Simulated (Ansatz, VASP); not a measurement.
One calculation of CuO, two programs

```
Cu O
1.0
     2.55255    0.00000    0.00000
     0.00000    2.55255    0.00000
     0.00000    0.00000    2.55255
Cu O
1 1
Direct
  0.00000 0.00000 0.00000
  0.50000 0.50000 0.50000
```

Alike in both runs: task relaxation of cell and atoms; functional PBE; k mesh 10 × 10 × 10; occupations fermi-dirac, width 0.05 eV; no spin polarisation; Hubbard terms Cu d U = 3.0 eV.

|  | VASP | Ansatz |
| --- | --- | --- |
| version | VASP 6.6.1 | Ansatz 0.2.0 |
| potentials or method | VASP PAW PBE potentials, release 64 (Cu_sv_GW, O) | Ansatz PAW |
| plane-wave cutoff (eV) | 820 | 420 |
| valence electrons in the cell | 25 | 25 |

Ansatz gave:

| Quantity | Value |
| --- | --- |
| gap on the k mesh at the Fermi level, each at its own relaxed structure (eV) | none |
| relaxed volume (Å³/atom) | 9.26 |
| relaxed length of the cell vector where the two differ most in proportion (Å) | 2.646 |

Which values does VASP return?

gap on the k mesh at the Fermi level, each at its own relaxed structure (eV): none; relaxed volume (Å³/atom): 9.04; relaxed length of the cell vector where the two differ most in proportion (Å): 2.625.

The programs project onto different local orbitals, so the same U acts differently, and such runs can settle in different states. A gap of «none» marks a metal or a gap that the smearing closes.

Noted on Ansatz's run: the plane-wave basis is chosen anew once the cell has moved, so the energies of steps on either side of that aren't comparable.
